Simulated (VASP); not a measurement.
# CdS (Hawleyite) (F-43m) in VASP: settings compared

The runs below take CdS (Hawleyite) through single point, with PBE, r2SCAN.

Program: VASP 6.6.1. These are calculated values, not measurements. Logs are shortened: lines on timing, memory, paths and dates and some standing lists are left out, and cuts for length are marked.

## (1) The cell of the first run

It takes space group F-43m (No. 216, cubic). Conventional cell: a = 5.878 Å, b = 5.878 Å, c = 5.878 Å, α = 90.00°, β = 90.00°, γ = 90.00°. Within 3.4 Å of Cd (site symmetry -43m) lie 4 S at 2.55 Å. Within 3.4 Å of S (site symmetry -43m) lie 4 Cd at 2.55 Å.

## (2) Single point, PBE

File INCAR:

```
PREC     = Accurate       # precision mode
ENCUT    = 520            # plane-wave cutoff, eV
EDIFF    = 1E-7           # SCF threshold, eV
ISMEAR   = 0              # smearing method
SIGMA    = 0.01           # smearing width, eV
LREAL    = False          # projectors in reciprocal space
LASPH    = True           # aspherical terms in the spheres
NELM     = 60             # most SCF steps
ALGO     = Normal         # electronic algorithm
ISIF     = 2              # what is computed and relaxed
LWAVE    = False          # write WAVECAR
LCHARG   = False          # write CHGCAR
GGA      = PE             # functional
NBANDS   = 16             # bands
```

File KPOINTS:

```
Automatic mesh
0
Gamma
  8 8 8
```

File POSCAR:

```
CdS
1.0
    0.0000000000      2.9392138922      2.9392138922
    2.9392138922      0.0000000000      2.9392138922
    2.9392138922      2.9392138922      0.0000000000
Cd S
1 1
Direct
    0.0000000000      0.0000000000      0.0000000000
    0.2500000000      0.2500000000      0.2500000000
```

Potentials or basis: VASP PAW PBE potentials, release 64 (Cd, S).

The run is started by

```
> cat potpaw_PBE.64/Cd/POTCAR potpaw_PBE.64/S/POTCAR > POTCAR
> mpirun -np 1 vasp_std > vasp.out
```

OUTCAR:

```text
PREC = Accurate
   ENCUT = 520
   EDIFF = 1E-7
   ISMEAR = 0
   LREAL = False
   LASPH = True
   NELM = 60
   ISIF = 2
   GGA = PE

 ion  position               nearest neighbor table
   1  0.000  0.000  0.000-   2 2.55   2 2.55   2 2.55   2 2.55
   2  0.250  0.250  0.250-   1 2.55   1 2.55   1 2.55   1 2.55

  LATTYP: Found a face centered cubic cell.
 ALAT       =     5.8784277844

  Lattice vectors:

 A1 = (   0.0000000000,   2.9392138922,   2.9392138922)
 A2 = (   2.9392138922,   0.0000000000,   2.9392138922)
 A3 = (   2.9392138922,   2.9392138922,   0.0000000000)

Analysis of symmetry for initial positions (statically):
=====================================================================
 Subroutine PRICEL returns:
 Original cell was already a primitive cell.

 Routine SETGRP: Setting up the symmetry group for a
 face centered cubic supercell.

 Subroutine GETGRP returns: Found 24 space group operations
 (whereof 24 operations were pure point group operations)
 out of a pool of 48 trial point group operations.

The static configuration has the point symmetry T_d .

Analysis of symmetry for dynamics (positions and initial velocities):
=====================================================================
 Subroutine PRICEL returns:
 Original cell was already a primitive cell.

 Routine SETGRP: Setting up the symmetry group for a
 face centered cubic supercell.

 Subroutine GETGRP returns: Found 24 space group operations
 (whereof 24 operations were pure point group operations)
 out of a pool of 48 trial point group operations.

The dynamic configuration has the point symmetry T_d .

 Subroutine INISYM returns: Found 24 space group operations
 (whereof 24 operations are pure point group operations),
 and found     1 'primitive' translations

----------------------------------------------------------------------------------------

                                     Primitive cell

  volume of cell :      50.7836

  direct lattice vectors                    reciprocal lattice vectors
     0.000000000  2.939213892  2.939213892    -0.170113513  0.170113513  0.170113513
     2.939213892  0.000000000  2.939213892     0.170113513 -0.170113513  0.170113513
     2.939213892  2.939213892  0.000000000     0.170113513  0.170113513 -0.170113513

  length of vectors
     4.156676149  4.156676149  4.156676149     0.294645247  0.294645247  0.294645247

  position of ions in fractional coordinates (direct lattice)
     0.000000000  0.000000000  0.000000000
     0.250000000  0.250000000  0.250000000

  ion indices of the primitive-cell ions
   primitive index   ion index
                 1           1
                 2           2

----------------------------------------------------------------------------------------

 KPOINTS: Automatic mesh

Automatic generation of k-mesh.
 Grid dimensions read from file:
 generate k-points for:    8    8    8

 Generating k-lattice:

  Cartesian coordinates                     Fractional coordinates (reciprocal lattice)
    -0.021264189  0.021264189  0.021264189     0.125000000  0.000000000  0.000000000
     0.021264189 -0.021264189  0.021264189     0.000000000  0.125000000  0.000000000
     0.021264189  0.021264189 -0.021264189     0.000000000  0.000000000  0.125000000

  Length of vectors
     0.036830656  0.036830656  0.036830656

  Shift w.r.t. Gamma in fractional coordinates (k-lattice)
     0.000000000  0.000000000  0.000000000

 Subroutine IBZKPT returns following result:
 ===========================================

 Found     29 irreducible k-points:

 Following reciprocal coordinates:
            Coordinates               Weight
  0.000000  0.000000  0.000000      1.000000
  0.125000  0.000000  0.000000      8.000000
  0.250000  0.000000  0.000000      8.000000
  0.375000  0.000000  0.000000      8.000000
  0.500000  0.000000  0.000000      4.000000
  0.125000  0.125000  0.000000      6.000000
[... 16 lines left out ...]
  0.500000  0.250000  0.125000     48.000000
 -0.375000  0.250000  0.125000     24.000000
 [... further k-points ...]
   k-points           NKPTS =     29   k-points in BZ     NKDIM =     29   number of bands    NBANDS=     16
   number of dos      NEDOS =    301   number of ions     NIONS =      2
   total plane-waves  NPLWV =  32768
   dimension x,y,z NGX =    32 NGY =   32 NGZ =   32
   dimension x,y,z NGXF=    64 NGYF=   64 NGZF=   64
   ions per type =               1   1
   NGX,Y,Z   is equivalent  to a cutoff of  12.80, 12.80, 12.80 a.u.
   NGXF,Y,Z  is equivalent  to a cutoff of  25.60, 25.60, 25.60 a.u.
 SYSTEM =  unknown system
   PREC   = accura    normal or accurate (medium, high low for compatibility)
   ISTART =      0    job   : 0-new  1-cont  2-samecut
   ICHARG =      2    charge: 1-file 2-atom 10-const
   ISPIN  =      1    spin polarized calculation?
   LNONCOLLINEAR =      F non collinear calculations
   LSORBIT =      F    spin-orbit coupling
   LASPH  =      T    aspherical Exc in radial PAW
   ENCUT  =  520.0 eV  38.22 Ry    6.18 a.u.   7.73  7.73  7.73*2*pi/ulx,y,z
   NELM   =     60;   NELMIN=  2; NELMDL= -5     # of ELM steps
   EDIFF  = 0.1E-06   stopping-criterion for ELM
   LREAL  =      F    real-space projection
   EDIFFG = 0.1E-05   stopping-criterion for IOM
   NSW    =      0    number of steps for IOM
   IBRION =     -1    ionic relax: 0-MD 1-quasi-New 2-CG
   NFREE  =      0    steps in history (QN), initial steepest desc. (CG)
   ISIF   =      2    stress and relaxation
   ISYM   =      2    0-nonsym 1-usesym 2-fastsym
   POTIM  = 0.5000    time-step for ionic-motion
   TEBEG  =    0.0;   TEEND  =   0.0 temperature during run
   PSTRESS=    0.0 pullay stress
   NELECT =      18.0000    total number of electrons
   NUPDOWN=      -1.0000    fix difference up-down
   EMIN   =  10.00;   EMAX   =-10.00  energy-range for DOS
   EFERMI =   0.00;   METHOD = LEGACY
   ISMEAR =     0;   SIGMA  =   0.01  broadening in eV -4-tet -1-fermi 0-gaus
   EFERMI_NEDOS =   21; number of points for ismear=-14 and -15
   IALGO  =     38    algorithm
   IMIX   =      4    mixing-type and parameters
     AMIX     =   0.40;   BMIX     =  1.00
     AMIX_MAG =   1.60;   BMIX_MAG =  1.00
  volume/ion in A,a.u.               =      25.39       171.35
  Fermi-wavevector in a.u.,A,eV,Ry     =   1.158576  2.189391 18.263073  1.342298
  Thomas-Fermi vector in A             =   2.295177
   LORBIT       =      0    0 simple, 1 ext, 2 COOP (PROOUT), +10 PAW based schemes
   GGA     = PE    functional components
   LHFCALC =     F    Hartree Fock is set to
   AEXX    =    0.0000 exact exchange contribution
   IVDW    =     0    specifies the selected vdW correction
   LEPSILON=     F    determine dielectric tensor
   LRPA    =     F    only Hartree local field effects (RPA)
 non-spin polarized calculation
 Gauss-broadening in eV      SIGMA  =   0.01
  energy-cutoff  :      520.00
  volume of cell :       50.78
 maximum number of plane-waves:      1384
   NGX = 15   NGY = 15   NGZ = 15

 number of electron      18.0000005 magnetization

 Free energy of the ion-electron system (eV)
  ---------------------------------------------------
  ext. energy  EPLUGINS =         0.00000000
  ---------------------------------------------------
  free energy    TOTEN  =        -6.13926335 eV

  energy without entropy =       -6.13926335  energy(sigma->0) =       -6.13926335

 E-fermi :   1.2388     XC(G=0):  -9.0410

 val. band max:        1.1175620356   @ k =   0.0000   0.0000   0.0000
 cond. band min:       2.2159107262   @ k =   0.0000   0.0000   0.0000
 fundamental gap:      1.0983486906
 Fermi energy:         1.2388378836

 k-point     1 :       0.0000    0.0000    0.0000
  band No.  band energies     occupation
      1     -11.1119      2.00000
      2      -6.5290      2.00000
      3      -6.5290      2.00000
      4      -6.5290      2.00000
      5      -6.0803      2.00000
      6      -6.0803      2.00000
[... 8 lines left out ...]
     15      12.5624      0.00000
     16      12.5624      0.00000

 k-point     2 :       0.1250    0.0000    0.0000
  band No.  band energies     occupation
      1     -11.0530      2.00000
      2      -6.5078      2.00000
      3      -6.5078      2.00000
      4      -6.4762      2.00000
      5      -6.0812      2.00000
      6      -6.0812      2.00000
[... 8 lines left out ...]
     15      11.9742      0.00000
     16      13.0266      0.00000

 k-point     3 :       0.2500    0.0000    0.0000
  band No.  band energies     occupation
      1     -10.9099      2.00000
      2      -6.4620      2.00000
      3      -6.4620      2.00000
      4      -6.2898      2.00000
      5      -6.0762      2.00000
      6      -6.0762      2.00000
[... 8 lines left out ...]
     15      11.7402      0.00000
     16      12.3943      0.00000

 k-point     4 :       0.3750    0.0000    0.0000
  band No.  band energies     occupation
      1     -10.7669      2.00000
      2      -6.4266      2.00000
      3      -6.4266      2.00000
      4      -6.0575      2.00000
      5      -6.0575      2.00000
      6      -5.9553      2.00000
[... 8 lines left out ...]
     15      12.5784      0.00000
     16      12.5784      0.00000
[... 324 lines left out ...]
 k-point    22 :       0.3750    0.2500    0.1250
  band No.  band energies     occupation
      1     -10.8049      2.00000
      2      -6.4124      2.00000
      3      -6.3881      2.00000
      4      -6.2281      2.00000
      5      -6.0716      2.00000
      6      -6.0219      2.00000
[... 8 lines left out ...]
     15      13.0774      0.00000
     16      14.9174      0.00000

 k-point    23 :       0.5000    0.2500    0.1250
  band No.  band energies     occupation
      1     -10.6925      2.00000
      2      -6.3789      2.00000
      3      -6.3547      2.00000
      4      -6.1396      2.00000
      5      -6.0486      2.00000
      6      -5.7987      2.00000
[... 8 lines left out ...]
     15      13.8435      0.00000
     16      14.1520      0.00000

 k-point    24 :      -0.3750    0.2500    0.1250
  band No.  band energies     occupation
      1     -10.6466      2.00000
      2      -6.3742      2.00000
      3      -6.3390      2.00000
      4      -6.1034      2.00000
      5      -6.0550      2.00000
      6      -5.6133      2.00000
[... 8 lines left out ...]
     15      13.3569      0.00000
     16      14.2118      0.00000

 [... further k-points ...]

------------------------ aborting loop because EDIFF is reached ----------------------------------------

  FORCE on cell =-STRESS in cart. coord.  units (eV):
  Direction    XX          YY          ZZ          XY          YZ          ZX
  --------------------------------------------------------------------------------------
  -------------------------------------------------------------------------------------
  Total        0.5417462      0.5417462      0.5417462     -0.0000000      0.0000000      0.0000000
  in kB       17.0916056     17.0916056     17.0916056     -0.0000000      0.0000000      0.0000000
  external PRESSURE =      17.0916056 kB  Pullay stress =       0.0000000 kB

 VOLUME and BASIS-vectors are now :
 -----------------------------------------------------------------------------
  energy-cutoff  :      520.00
  volume of cell :       50.78
      direct lattice vectors                 reciprocal lattice vectors
     0.000000000  2.939213892  2.939213892    -0.170113513  0.170113513  0.170113513
     2.939213892  0.000000000  2.939213892     0.170113513 -0.170113513  0.170113513
     2.939213892  2.939213892  0.000000000     0.170113513  0.170113513 -0.170113513

 POSITION                                       TOTAL-FORCE (eV/Angst)
 -----------------------------------------------------------------------------------
      0.00000      0.00000      0.00000         0.000000     -0.000000     -0.000000
      1.46961      1.46961      1.46961        -0.000000      0.000000      0.000000
 -----------------------------------------------------------------------------------
    total drift:                               -0.000000     -0.000000     -0.000000

  FREE ENERGIE OF THE ION-ELECTRON SYSTEM (eV)
  ---------------------------------------------------
  free  energy   TOTEN  =        -6.1392633473 eV

  energy  without entropy=       -6.1392633473  energy(sigma->0) =       -6.13926335
```

Run time: 49 s. Hardware: 1 thread of AMD EPYC 7R13, shared host; peak memory 0.15 GiB.

Results:

```yaml
Free_energy: -6.1393 eV
Pressure: 1.7 GPa
Band_gap_on_the_k_mesh: 1.10 eV, direct
```

Levels at points of the mesh, in eV from the valence-band top:
```
           k point  band 7  band 8  band 9  band 10  band 11  band 12
(0.00, 0.00, 0.00)    0.00    0.00    0.00     1.10     6.55     6.55
(0.50, 0.00, 0.00)   -4.26   -0.72   -0.72     2.98     7.01     7.01
(0.50, 0.50, 0.00)   -3.85   -1.80   -1.80     3.59     4.32     9.14
```

## (3) Single point, PBE (volume changed by -6%)

File INCAR:

```
PREC = Accurate ; ENCUT = 540
EDIFF = 1E-6 ; ISMEAR = 0
SIGMA = 0.01 ; LREAL = False
LASPH = True ; NELM = 120
ALGO = Normal ; ISIF = 2
LWAVE = False ; LCHARG = False
GGA = PE ; NBANDS = 20
GGA_COMPAT = False
```

File KPOINTS:

```
Automatic mesh
0
Gamma
  6 6 6
```

File POSCAR:

```
CdS
1.0
    0.0000000000      2.9027203981      2.9027203981
    2.9027203981      0.0000000000      2.9027203981
    2.9027203981      2.9027203981      0.0000000000
Cd S
1 1
Direct
    0.0000000000      0.0000000000      0.0000000000
    0.2500000000      0.2500000000      0.2500000000
```

Potentials or basis: VASP PAW PBE potentials, release 64 (Cd_sv_GW, S).

The run is started by

```
> cat potpaw_PBE.64/Cd_sv_GW/POTCAR potpaw_PBE.64/S/POTCAR > POTCAR
> mpirun -np 1 vasp_std > vasp.out
```

It took 11 s on 1 thread of AMD EPYC 9R45 (Zen 5), shared host; peak memory 0.15 GiB.

The run converged. Its results:

```yaml
Free_energy: -6.1800 eV
Pressure: 2.8 GPa
Band_gap_on_the_k_mesh: 1.17 eV, direct
```

Levels at points of the mesh, in eV from the valence-band top:
| k point | band 11 | band 12 | band 13 | band 14 | band 15 | band 16 |
| --- | --- | --- | --- | --- | --- | --- |
| (0.00, 0.00, 0.00) | 0.00 | 0.00 | 0.00 | 1.17 | 6.55 | 6.55 |
| (0.50, 0.00, 0.00) | -4.48 | -0.77 | -0.77 | 3.03 | 7.02 | 7.02 |
| (0.50, 0.50, 0.00) | -4.01 | -1.93 | -1.93 | 3.54 | 4.38 | 9.26 |

## (4) Single point, PBE (volume changed by -3%)

File INCAR:

```
  PREC = Accurate
  ENCUT = 540
  EDIFF = 1E-6
  ISMEAR = 0
  SIGMA = 0.01
  LREAL = False
  LASPH = True
  NELM = 120
  ALGO = Normal
  ISIF = 2
  LWAVE = False
  LCHARG = False
  GGA = PE
  NBANDS = 20
  GGA_COMPAT = False
```

KPOINTS is that of step 3.

File POSCAR:

```
CdS
1.0
    0.0000000000      2.9332775952      2.9332775952
    2.9332775952      0.0000000000      2.9332775952
    2.9332775952      2.9332775952      0.0000000000
Cd S
1 1
Direct
    0.0000000000      0.0000000000      0.0000000000
    0.2500000000      0.2500000000      0.2500000000
```

The run is started by

```
> cat potpaw_PBE.64/Cd_sv_GW/POTCAR potpaw_PBE.64/S/POTCAR > POTCAR
> mpirun -np 1 vasp_std > vasp.out
```

Run time: 26 s. Hardware: 1 thread of AMD EPYC 7R43 (Zen 3), shared host; peak memory 0.15 GiB.

Results (log left out):

- Free energy: -6.2068 eV
- Pressure: 0.8 GPa
- Band gap on the k mesh: 1.11 eV, direct

Levels at points of the mesh, in eV from the valence-band top:
```csv
k point,band 11,band 12,band 13,band 14,band 15,band 16
"(0.00, 0.00, 0.00)",0.00,0.00,0.00,1.11,6.56,6.56
"(0.50, 0.00, 0.00)",-4.29,-0.73,-0.73,2.99,7.02,7.02
"(0.50, 0.50, 0.00)",-3.87,-1.82,-1.82,3.59,4.34,9.13
```

(Part 1 of 2 ends here.)
